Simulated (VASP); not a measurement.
# WS2 (R3m) in VASP: notebook, part 2 of 2

VASP 6.6.1. Earlier steps stand in the parts before.

### Step 3. Single point, LDA (17.57 Å³/atom)

This run uses another cell than the first one, of 17.57 Å³/atom.

File INCAR:

```
PREC = Accurate
ENCUT = 520
EDIFF = 1E-7
ISMEAR = -1
SIGMA = 0.08
LREAL = F
LASPH = T
NELM = 60
ALGO = Normal
ISIF = 2
LWAVE = F
LCHARG = T
LELF = T
LVHAR = T
NBANDS = 20
```

File KPOINTS:

```
Automatic mesh
0
Gamma
  13 13 13
```

File POSCAR:

```
WS2
1.0
    1.5737194071      0.9085873233      6.1427167022
   -1.5737194071      0.9085873233      6.1427167022
    0.0000000000     -1.8171746466      6.1427167022
W S
1 2
Direct
    0.0000000000      0.0000000000      0.0000000000
    0.7503000000      0.7503000000      0.7503000000
    0.5810000000      0.5810000000      0.5810000000
```

Potentials or basis: VASP PAW LDA potentials, release 64 (W_sv, S).

Command:

```bash
> cat potpaw_LDA.64/W_sv/POTCAR potpaw_LDA.64/S/POTCAR > POTCAR
> mpirun -np 1 vasp_std > vasp.out
```

OUTCAR:

```text
PREC = Accurate
   ENCUT = 520
   EDIFF = 1E-7
   ISMEAR = -1
   LREAL = F
   LASPH = T
   NELM = 60
   ISIF = 2

 ion  position               nearest neighbor table
   1  0.000  0.000  0.000-   2 2.38   2 2.38   2 2.38   3 2.41   3 2.41   3 2.41
   2  0.750  0.750  0.750-   1 2.38   1 2.38   1 2.38
   3  0.581  0.581  0.581-   1 2.41   1 2.41   1 2.41

  LATTYP: Found a trigonal (rhomboedric) cell.
 ALAT       =     6.4058638902
 COS(alpha) =     0.8792939096
[... 744 lines left out ...]

  FORCE on cell =-STRESS in cart. coord.  units (eV):
  Direction    XX          YY          ZZ          XY          YZ          ZX
  --------------------------------------------------------------------------------------
  -------------------------------------------------------------------------------------
  Total       -0.5971373     -0.5971373     -0.3897207     -0.0000000     -0.0000000      0.0000000
  in kB      -18.1542824    -18.1542824    -11.8483616     -0.0000000     -0.0000000      0.0000000
  external PRESSURE =     -16.0523088 kB  Pullay stress =       0.0000000 kB

 VOLUME and BASIS-vectors are now :
 -----------------------------------------------------------------------------
  energy-cutoff  :      520.00
  volume of cell :       52.70
      direct lattice vectors                 reciprocal lattice vectors
     1.573719407  0.908587323  6.142716702     0.317718647  0.183434946  0.054264807
    -1.573719407  0.908587323  6.142716702    -0.317718647  0.183434946  0.054264807
     0.000000000 -1.817174647  6.142716702     0.000000000 -0.366869892  0.054264807

 POSITION                                       TOTAL-FORCE (eV/Angst)
 -----------------------------------------------------------------------------------
      0.00000      0.00000      0.00000         0.000000      0.000000     -0.601431
      0.00000      0.00000     13.82664         0.000000      0.000000      0.252315
      0.00000      0.00000     10.70676         0.000000     -0.000000      0.349116
 -----------------------------------------------------------------------------------
    total drift:                                0.000000      0.000000     -0.000023

  FREE ENERGIE OF THE ION-ELECTRON SYSTEM (eV)
  ---------------------------------------------------
  free  energy   TOTEN  =       -26.2493927916 eV

  energy  without entropy=      -26.2493552281  energy(sigma->0) =      -26.24937401
```

OSZICAR:

```text
N       E                     dE             d eps       ncg     rms          rms(c)
DAV:   1     0.196270805108E+03    0.19627E+03   -0.13011E+04  9240   0.129E+03
DAV:   2    -0.172291580930E+02   -0.21350E+03   -0.20632E+03 10712   0.343E+02
DAV:   3    -0.274400687120E+02   -0.10211E+02   -0.10106E+02 11680   0.705E+01
DAV:   4    -0.275843188632E+02   -0.14425E+00   -0.14414E+00 11232   0.903E+00
DAV:   5    -0.275866997125E+02   -0.23808E-02   -0.23807E-02 11476   0.122E+00    0.279E+01
DAV:   6    -0.264522885607E+02    0.11344E+01   -0.56958E+00 10224   0.162E+01    0.112E+01
DAV:   7    -0.263110381504E+02    0.14125E+00   -0.13781E+00  9636   0.671E+00    0.564E+00
DAV:   8    -0.262514921970E+02    0.59546E-01   -0.27450E-01 10732   0.343E+00    0.116E+00
DAV:   9    -0.262497848777E+02    0.17073E-02   -0.12523E-02 11428   0.767E-01    0.482E-01
DAV:  10    -0.262494220536E+02    0.36282E-03   -0.35780E-03 10852   0.414E-01    0.700E-02
DAV:  11    -0.262493950618E+02    0.26992E-04   -0.42626E-04 10512   0.136E-01    0.581E-02
DAV:  12    -0.262493920303E+02    0.30316E-05   -0.42338E-05 10816   0.506E-02    0.140E-02
DAV:  13    -0.262493928116E+02   -0.78133E-06   -0.30392E-06 10712   0.131E-02    0.646E-03
DAV:  14    -0.262493927916E+02    0.19981E-07   -0.58484E-07  9092   0.465E-03
   1 F= -.26249393E+02 E0= -.26249374E+02  d E =-.375635E-04
```

stdout:

```text
POSCAR found type information on POSCAR W S
 POSCAR found :  2 types and       3 ions
 scaLAPACK will be used
 LDA part: xc-table for (Slater(with rela. corr.)+CA(PZ))
 , standard interpolation
 POSCAR, INCAR and KPOINTS ok, starting setup
 FFT: planning ... GRIDC
 FFT: planning ... GRID_SOFT
 FFT: planning ... GRID
 WAVECAR not read
 entering main loop
```

Run time: 5.9 min. Hardware: 1 thread of Intel Xeon 6975P-C (Granite Rapids), shared host; peak memory 0.41 GiB.

What came out:

* Free energy: -26.2494 eV
* Pressure: -1.6 GPa
* Largest force: 0.601 eV/Å
* Band gap on the k mesh: 0.99 eV (least direct gap 2.13 eV)

Forces on the atoms (eV/Å):
```
W    0.000  0.000 -0.601
S    0.000  0.000  0.252
S    0.000  0.000  0.349
```

Levels at points of the mesh, in eV from the valence-band top:
```tsv
k point	band 10	band 11	band 12	band 13	band 14	band 15	band 16	band 17
(0.00, 0.00, 0.00)	-2.32	-2.32	-1.55	-1.27	2.19	2.19	2.57	2.57
```

Caveat: spin-orbit coupling is left out, which moves the levels of the heavy elements. A k mesh can miss the band edges.

### Step 4. Single point, LDA (18.10 Å³/atom)

This run uses another cell than the first one, of 18.10 Å³/atom.

File INCAR:

```
  ALGO = Normal
  EDIFF = 1E-6
  ENCUT = 520
  GGA = CA
  ISIF = 2
  ISMEAR = -1
  LASPH = True
  LCHARG = False
  LREAL = False
  LWAVE = False
  NBANDS = 20
  NELM = 100
  PREC = Accurate
  SIGMA = 0.08
```

File KPOINTS:

```
k-points
0
Gamma
  13 13 13
```

File POSCAR:

```
WS2
1.0
    1.5894576452      0.9176737993      6.2041479445
   -1.5894576452      0.9176737993      6.2041479445
    0.0000000000     -1.8353475986      6.2041479445
W S
1 2
Direct
    0.0000000000      0.0000000000      0.0000000000
    0.7503000000      0.7503000000      0.7503000000
    0.5810000000      0.5810000000      0.5810000000
```

Command:

```bash
> cat potpaw_LDA.64/W_sv/POTCAR potpaw_LDA.64/S/POTCAR > POTCAR
> mpirun -np 1 vasp_std > vasp.out
```

Wall time 5.4 min (1 thread of Intel Xeon 6975P-C (Granite Rapids), shared host); peak memory 0.42 GiB.

It converged, with:

```
Free energy            : -26.2098 eV
Pressure               : -6.3 GPa
Largest force          : 0.843 eV/Å
Band gap on the k mesh : 1.01 eV (least direct gap 2.04 eV)
```

Forces in eV/Å, atoms in the order of the input:
```
W    0.000  0.000 -0.560
S    0.000  0.000 -0.283
S    0.000  0.000  0.843
```

Stress tensor (GPa, compression positive):
```
-6.42  0.00  0.00
 0.00 -6.42  0.00
 0.00  0.00 -6.21
```

Levels at points of the mesh, in eV from the valence-band top:
| k point | band 9 | band 10 | band 11 | band 12 | band 13 | band 14 | band 15 | band 16 | band 17 | band 18 |
| --- | --- | --- | --- | --- | --- | --- | --- | --- | --- | --- |
| (0.00, 0.00, 0.00) | -3.44 | -2.23 | -2.23 | -1.50 | -1.17 | 2.15 | 2.15 | 2.49 | 2.49 | 4.56 |

Caveat: the cell stands under tension; spin-orbit coupling is left out, which moves the levels of the heavy elements.

### Step 5. Overview

| cell | gap on the mesh (eV) | pressure (GPa) | largest force (eV/Å) |
| --- | --- | --- | --- |
| a = 6.340 Å, angles 28.4°, 3 atoms | 0.97 | 4.0 | 0.85 |
| a = 6.406 Å, angles 28.4°, 3 atoms | 0.99 | -1.6 | 0.60 |
| a = 6.470 Å, angles 28.4°, 3 atoms | 1.01 | -6.3 | 0.84 |

Alike in all rows: task single point; level LDA; potentials or basis VASP PAW LDA potentials, release 64 (W_sv, S); no spin polarisation; k mesh 13 × 13 × 13; cutoff (eV) 520; smearing fermi-dirac 0.08 eV.

Caveats: spin-orbit coupling is left out, which moves the levels of the heavy elements; the cell stands under pressure (at least some runs); the cell stands under tension (at least some runs).

Total energies depend on the potentials used, so only differences within one code and one set of settings carry meaning.
